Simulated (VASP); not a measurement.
# Ta (Pm-3m) in VASP: notebook, part 2 of 2

VASP 6.6.1. Earlier steps stand in the parts before.

**4. Single point, PBEsol (volume scaled by 0.8)**

INCAR reads:

```
  ALGO = Normal
  EDIFF = 1E-7
  ENCUT = 520
  GGA = PS
  ISIF = 2
  ISMEAR = -1
  LASPH = T
  LCHARG = F
  LREAL = F
  LWAVE = F
  NBANDS = 12
  NELM = 100
  PREC = Accurate
  SIGMA = 0.05
```

KPOINTS reads:

```
k-points
0
Gamma
  14 14 14
```

POSCAR reads:

```
Ta
1.0
    2.5139786374      0.0000000000      0.0000000000
    0.0000000000      2.5139786374      0.0000000000
    0.0000000000      0.0000000000      2.5139786374
Ta
1
Direct
    0.0000000000      0.0000000000      0.0000000000
```

Potentials or basis: VASP PAW PBE potentials, release 64 (Ta_pv).

Launch:

```
$ cat potpaw_PBE.64/Ta_pv/POTCAR > POTCAR
$ mpirun -np 1 vasp_std > vasp.out
```

OUTCAR:

```text
EDIFF = 1E-7
   ENCUT = 520
   GGA = PS
   ISIF = 2
   ISMEAR = -1
   LASPH = T
   LREAL = F
   NELM = 100
   PREC = Accurate

 ion  position               nearest neighbor table
   1  0.000  0.000  0.000-

  LATTYP: Found a simple cubic cell.
 ALAT       =     2.5139786374

  Lattice vectors:

 A1 = (   2.5139786374,   0.0000000000,   0.0000000000)
 A2 = (   0.0000000000,   2.5139786374,   0.0000000000)
 A3 = (   0.0000000000,   0.0000000000,   2.5139786374)

Analysis of symmetry for initial positions (statically):
=====================================================================
 Subroutine PRICEL returns:
 Original cell was already a primitive cell.

 Routine SETGRP: Setting up the symmetry group for a
 simple cubic supercell.

 Subroutine GETGRP returns: Found 48 space group operations
 (whereof 48 operations were pure point group operations)
 out of a pool of 48 trial point group operations.

The static configuration has the point symmetry O_h .

Analysis of symmetry for dynamics (positions and initial velocities):
=====================================================================
 Subroutine PRICEL returns:
 Original cell was already a primitive cell.

 Routine SETGRP: Setting up the symmetry group for a
 simple cubic supercell.

 Subroutine GETGRP returns: Found 48 space group operations
 (whereof 48 operations were pure point group operations)
 out of a pool of 48 trial point group operations.

The dynamic configuration has the point symmetry O_h .

 Subroutine INISYM returns: Found 48 space group operations
 (whereof 48 operations are pure point group operations),
 and found     1 'primitive' translations

----------------------------------------------------------------------------------------

                                     Primitive cell

  volume of cell :      15.8886

  direct lattice vectors                    reciprocal lattice vectors
     2.513978637  0.000000000  0.000000000     0.397775854  0.000000000  0.000000000
     0.000000000  2.513978637  0.000000000     0.000000000  0.397775854  0.000000000
     0.000000000  0.000000000  2.513978637     0.000000000  0.000000000  0.397775854

  length of vectors
     2.513978637  2.513978637  2.513978637     0.397775854  0.397775854  0.397775854

  position of ions in fractional coordinates (direct lattice)
     0.000000000  0.000000000  0.000000000

  ion indices of the primitive-cell ions
   primitive index   ion index
                 1           1

----------------------------------------------------------------------------------------

 KPOINTS: k-points

Automatic generation of k-mesh.
 Grid dimensions read from file:
 generate k-points for:   14   14   14

 Generating k-lattice:

  Cartesian coordinates                     Fractional coordinates (reciprocal lattice)
     0.028412561  0.000000000  0.000000000     0.071428571  0.000000000  0.000000000
     0.000000000  0.028412561  0.000000000     0.000000000  0.071428571  0.000000000
     0.000000000  0.000000000  0.028412561     0.000000000  0.000000000  0.071428571

  Length of vectors
     0.028412561  0.028412561  0.028412561

  Shift w.r.t. Gamma in fractional coordinates (k-lattice)
     0.000000000  0.000000000  0.000000000

 Subroutine IBZKPT returns following result:
 ===========================================

 Found    120 irreducible k-points:

 Following reciprocal coordinates:
            Coordinates               Weight
  0.000000  0.000000  0.000000      1.000000
  0.071429  0.000000  0.000000      6.000000
  0.142857  0.000000  0.000000      6.000000
  0.214286  0.000000  0.000000      6.000000
  0.285714  0.000000  0.000000      6.000000
  0.357143  0.000000  0.000000      6.000000
[... 16 lines left out ...]
  0.285714  0.214286  0.000000     24.000000
  0.357143  0.214286  0.000000     24.000000
 [... further k-points ...]
   k-points           NKPTS =    120   k-points in BZ     NKDIM =    120   number of bands    NBANDS=     12
   number of dos      NEDOS =    301   number of ions     NIONS =      1
   total plane-waves  NPLWV =   8000
   dimension x,y,z NGX =    20 NGY =   20 NGZ =   20
   dimension x,y,z NGXF=    40 NGYF=   40 NGZF=   40
   ions per type =               1
   NGX,Y,Z   is equivalent  to a cutoff of  13.23, 13.23, 13.23 a.u.
   NGXF,Y,Z  is equivalent  to a cutoff of  26.45, 26.45, 26.45 a.u.
 SYSTEM =  unknown system
   PREC   = accura    normal or accurate (medium, high low for compatibility)
   ISTART =      0    job   : 0-new  1-cont  2-samecut
   ICHARG =      2    charge: 1-file 2-atom 10-const
   ISPIN  =      1    spin polarized calculation?
   LNONCOLLINEAR =      F non collinear calculations
   LSORBIT =      F    spin-orbit coupling
   LASPH  =      T    aspherical Exc in radial PAW
   ENCUT  =  520.0 eV  38.22 Ry    6.18 a.u.   4.67  4.67  4.67*2*pi/ulx,y,z
   NELM   =    100;   NELMIN=  2; NELMDL= -5     # of ELM steps
   EDIFF  = 0.1E-06   stopping-criterion for ELM
   LREAL  =      F    real-space projection
   EDIFFG = 0.1E-05   stopping-criterion for IOM
   NSW    =      0    number of steps for IOM
   IBRION =     -1    ionic relax: 0-MD 1-quasi-New 2-CG
   NFREE  =      0    steps in history (QN), initial steepest desc. (CG)
   ISIF   =      2    stress and relaxation
   ISYM   =      2    0-nonsym 1-usesym 2-fastsym
   POTIM  = 0.5000    time-step for ionic-motion
   TEBEG  =    0.0;   TEEND  =   0.0 temperature during run
   PSTRESS=    0.0 pullay stress
   NELECT =      11.0000    total number of electrons
   NUPDOWN=      -1.0000    fix difference up-down
   EMIN   =  10.00;   EMAX   =-10.00  energy-range for DOS
   EFERMI =   0.00;   METHOD = LEGACY
   ISMEAR =    -1;   SIGMA  =   0.05  broadening in eV -4-tet -1-fermi 0-gaus
   EFERMI_NEDOS =   21; number of points for ismear=-14 and -15
   IALGO  =     38    algorithm
   IMIX   =      4    mixing-type and parameters
     AMIX     =   0.40;   BMIX     =  1.00
     AMIX_MAG =   1.60;   BMIX_MAG =  1.00
  volume/ion in A,a.u.               =      15.89       107.22
  Fermi-wavevector in a.u.,A,eV,Ry     =   1.448252  2.736799 28.537321  2.097434
  Thomas-Fermi vector in A             =   2.566114
   LORBIT       =      0    0 simple, 1 ext, 2 COOP (PROOUT), +10 PAW based schemes
   GGA     = PS    functional components
   LHFCALC =     F    Hartree Fock is set to
   AEXX    =    0.0000 exact exchange contribution
   IVDW    =     0    specifies the selected vdW correction
   LEPSILON=     F    determine dielectric tensor
   LRPA    =     F    only Hartree local field effects (RPA)
 non-spin polarized calculation
  energy-cutoff  :      520.00
  volume of cell :       15.89
 maximum number of plane-waves:       449
 NGX is ok and might be reduce to    20
   NGX =  9   NGY =  9   NGZ =  9

 number of electron      10.9999997 magnetization

 Free energy of the ion-electron system (eV)
  ---------------------------------------------------
  ext. energy  EPLUGINS =         0.00000000
  ---------------------------------------------------
  free energy    TOTEN  =       -10.83279696 eV

  energy without entropy =      -10.82760482  energy(sigma->0) =      -10.83020089

 E-fermi :   6.4944     XC(G=0): -13.2729

 val. band max:        6.4257750298   @ k =   0.5000   0.2857   0.2143
 cond. band min:       6.5131402107   @ k =   0.3571   0.2143   0.2143
 fundamental gap:      0.0873651810
 Fermi energy:         6.4943634104

 k-point     1 :       0.0000    0.0000    0.0000
  band No.  band energies     occupation
      1     -26.1170      2.00000
      2     -26.1170      2.00000
      3     -26.1170      2.00000
      4      -1.7542      2.00000
      5       2.6984      2.00000
      6       2.6984      2.00000
      7      14.6727      0.00000
      8      14.6727      0.00000
      9      14.6727      0.00000
     10      21.4199      0.00000
     11      23.7425      0.00000
     12      23.7425      0.00000

 k-point     2 :       0.0714    0.0000    0.0000
  band No.  band energies     occupation
      1     -26.2607      2.00000
      2     -26.1052      2.00000
      3     -26.1052      2.00000
      4      -1.5445      2.00000
      5       2.7555      2.00000
      6       2.9517      2.00000
      7      14.2242      0.00000
      8      14.2242      0.00000
      9      14.7020      0.00000
     10      21.4132      0.00000
     11      22.7624      0.00000
     12      24.2507      0.00000
[... 316 lines left out ...]
 k-point    24 :       0.3571    0.2143    0.0000
  band No.  band energies     occupation
      1     -28.0640      2.00000
      2     -26.9272      2.00000
      3     -25.8301      2.00000
      4       2.5064      2.00000
      5       4.3367      2.00000
      6       6.8158      0.00322
      7      10.2778      0.00000
      8      10.3487      0.00000
      9      12.7789      0.00000
     10      19.3722      0.00000
     11      21.4238      0.00000
     12      23.9273      0.00000

 [... further k-points ...]
[... 5 lines left out ...]
  --------------------------------------------------------------------------------------
  -------------------------------------------------------------------------------------
  Total        5.3367721      5.3367721      5.3367721      0.0000000     -0.0000000      0.0000000
  in kB      538.1514183    538.1514183    538.1514183      0.0000000     -0.0000000      0.0000000
  external PRESSURE =     538.1514183 kB  Pullay stress =       0.0000000 kB

 VOLUME and BASIS-vectors are now :
 -----------------------------------------------------------------------------
  energy-cutoff  :      520.00
  volume of cell :       15.89
      direct lattice vectors                 reciprocal lattice vectors
     2.513978637  0.000000000  0.000000000     0.397775854  0.000000000  0.000000000
     0.000000000  2.513978637  0.000000000     0.000000000  0.397775854  0.000000000
     0.000000000  0.000000000  2.513978637     0.000000000  0.000000000  0.397775854

 POSITION                                       TOTAL-FORCE (eV/Angst)
 -----------------------------------------------------------------------------------
      0.00000      0.00000      0.00000         0.000000      0.000000      0.000000
 -----------------------------------------------------------------------------------
    total drift:                               -0.000000      0.000000      0.000000

  FREE ENERGIE OF THE ION-ELECTRON SYSTEM (eV)
  ---------------------------------------------------
  free  energy   TOTEN  =       -10.8327969570 eV

  energy  without entropy=      -10.8276048244  energy(sigma->0) =      -10.83020089
```

OSZICAR:

```text
N       E                     dE             d eps       ncg     rms          rms(c)
DAV:   1     0.618077655708E+02    0.61808E+02   -0.60664E+03  2904   0.891E+02
DAV:   2    -0.100747087462E+02   -0.71882E+02   -0.69803E+02  3276   0.249E+02
DAV:   3    -0.111133976987E+02   -0.10387E+01   -0.10347E+01  3320   0.281E+01
DAV:   4    -0.111156292519E+02   -0.22316E-02   -0.22315E-02  3188   0.148E+00
DAV:   5    -0.111156351551E+02   -0.59033E-05   -0.59022E-05  3232   0.718E-02    0.183E+01
DAV:   6    -0.109067036635E+02    0.20893E+00   -0.15525E-01  3208   0.388E+00    0.982E+00
DAV:   7    -0.108346897617E+02    0.72014E-01   -0.14201E-01  3236   0.359E+00    0.570E-01
DAV:   8    -0.108328008778E+02    0.18889E-02   -0.48401E-03  3004   0.718E-01    0.531E-02
DAV:   9    -0.108327978663E+02    0.30115E-05   -0.44385E-05  3276   0.736E-02    0.244E-02
DAV:  10    -0.108327969368E+02    0.92952E-06   -0.19203E-06  3092   0.150E-02    0.245E-03
DAV:  11    -0.108327969570E+02   -0.20187E-07   -0.99804E-08  2044   0.353E-03
   1 F= -.10832797E+02 E0= -.10830201E+02  d E =-.519213E-02
```

It took 11 s on 1 thread of Intel Xeon 6975P-C, shared host; peak memory 0.14 GiB.

What came out:

- Free energy: -10.8328 eV
- Pressure: 53.8 GPa

Caveat: the PAW data sets were made with another functional, which shifts forces and pressure a little; spin-orbit coupling is left out, which moves the levels of the heavy elements.

**5. Single point, PBEsol (volume scaled by 0.8)**

INCAR reads:

```
SYSTEM = Ta
PREC = Accurate
ENCUT = 520
EDIFF = 1E-7
ISMEAR = -1
SIGMA = 0.05
LREAL = .False.
LASPH = .True.
NELM = 80
ALGO = Normal
ISIF = 2
LWAVE = .False.
LCHARG = .True.
GGA = PS
LELF = .True.
LVHAR = .True.
NBANDS = 12
```

KPOINTS reads:

```
Automatic mesh
0
Gamma
  14 14 14
  0 0 0
```

POSCAR is that of step 4.

Launch:

```
$ cat potpaw_PBE.64/Ta_pv/POTCAR > POTCAR
$ mpirun -np 1 vasp_std > vasp.out
```

Run time: 11 s. Hardware: 1 thread of Intel Xeon 6975P-C, shared host; peak memory 0.14 GiB.

It converged, with:

- Free energy: -10.8328 eV
- Pressure: 53.8 GPa

Levels at points of the mesh, in eV from the Fermi level:
| k point | band 4 | band 5 | band 6 | band 7 | band 8 | band 9 |
| --- | --- | --- | --- | --- | --- | --- |
| (0.00, 0.00, 0.00) | -8.25 | -3.80 | -3.80 | 8.18 | 8.18 | 8.18 |
| (0.50, 0.00, 0.00) | -4.16 | -2.46 | 0.48 | 2.74 | 2.74 | 8.80 |
| (0.50, 0.50, 0.00) | -5.88 | -1.60 | 3.89 | 3.89 | 6.96 | 6.96 |
| (0.50, 0.50, 0.50) | -3.67 | -3.67 | -3.67 | 7.33 | 12.32 | 12.32 |

Caveat: the PAW data sets were made with another functional, which shifts forces and pressure a little; spin-orbit coupling is left out, which moves the levels of the heavy elements.

**6. Summary**

| cell | gap on the mesh (eV) | pressure (GPa) |
| --- | --- | --- |
| a = 2.284 Å, 1 atom | none | 223.2 |
| a = 2.405 Å, 1 atom | none | 113.5 |
| a = 2.514 Å, 1 atom | none | 53.8 |

Alike in all rows: task single point; level PBEsol; potentials or basis VASP PAW PBE potentials, release 64 (Ta_pv); no spin polarisation; k mesh 14 × 14 × 14; cutoff (eV) 520; smearing fermi-dirac 0.05 eV.

Caveats: the PAW data sets were made with another functional, which shifts forces and pressure a little; spin-orbit coupling is left out, which moves the levels of the heavy elements.

Absolute energies hang on the potentials; compare differences alone.
